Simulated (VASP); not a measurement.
A run of VASP 6.6.1 is set up as follows.

File INCAR:

```
SYSTEM = AlN
ALGO = Normal
EDIFF = 1E-6
ENCUT = 520
GGA = PE
ISIF = 2
ISMEAR = 0
LASPH = .True.
LCHARG = .False.
LREAL = .False.
LWAVE = .False.
NBANDS = 11
NELM = 100
PREC = Accurate
SIGMA = 0.02
```

The input KPOINTS:

```
k-points
0
Gamma
  10 10 10
  0 0 0
```

The input POSCAR:

```
AlN
1.0
    0.0022379698      1.9413777660      1.9698203276
    1.9760662979      0.0001424163      1.9719158811
    1.9700848149      1.9374918366      0.0061238992
Al N
1 1
Direct
    0.4953256742      0.4114384832      0.5086212066
    0.0046743258      0.0885615168     -0.0086212066
```

Potentials or basis: VASP PAW PBE potentials, release 64 (Al, N).

Launch:

```sh
$ cat potpaw_PBE.64/Al/POTCAR potpaw_PBE.64/N/POTCAR > POTCAR
$ mpirun -np 1 vasp_std > vasp.out
```

(1) Estimate the band gap on the k mesh.

(2) Estimate the largest force.

(3) Estimate the pressure.

Results:

(1) 4.26 eV, indirect (least direct gap 6.47 eV).

(2) 6.576 eV/Å.

(3) 84.6 GPa.

Caveat: the cell differs from its parent crystal (atoms moved at random and the cell strained at random); forces of over 1 eV/Å act on the atoms, so gaps and moduli don't describe the material at rest.
